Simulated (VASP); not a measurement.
Input of a VASP 6.6.1 run:

Contents of INCAR:

```
SYSTEM = CsTl
PREC = Accurate
ENCUT = 520
EDIFF = 1E-6
ISMEAR = 0
SIGMA = 0.1
LREAL = .False.
LASPH = .True.
NELM = 60
ALGO = Fast
ISIF = 2
LWAVE = .False.
LCHARG = .False.
GGA = PE
NBANDS = 18
```

The input KPOINTS:

```
Automatic mesh
0
Gamma
  12 12 12
  0 0 0
```

File POSCAR:

```
CsTl
1.0
    4.8141382179      0.0000000000      0.0000000000
    0.0000000000      4.8141382179      0.0000000000
    0.0000000000      0.0000000000      4.8141382179
Cs Tl
1 1
Direct
    0.5000000000      0.5000000000      0.5000000000
    0.0000000000      0.0000000000      0.0000000000
```

Potentials or basis: VASP PAW PBE potentials, release 64 (Cs_sv, Tl_d).

Command:

```console
$ cat potpaw_PBE.64/Cs_sv/POTCAR potpaw_PBE.64/Tl_d/POTCAR > POTCAR
$ mpirun -np 1 vasp_std > vasp.out
```

Q: Estimate the pressure.

A: -0.6 GPa.

Q: What does it give for the band gap on the k mesh?

A: Zero (bands 11 and 12 overlap by 2.53 eV).

Caveat: spin-orbit coupling is left out, which moves the levels of the heavy elements.
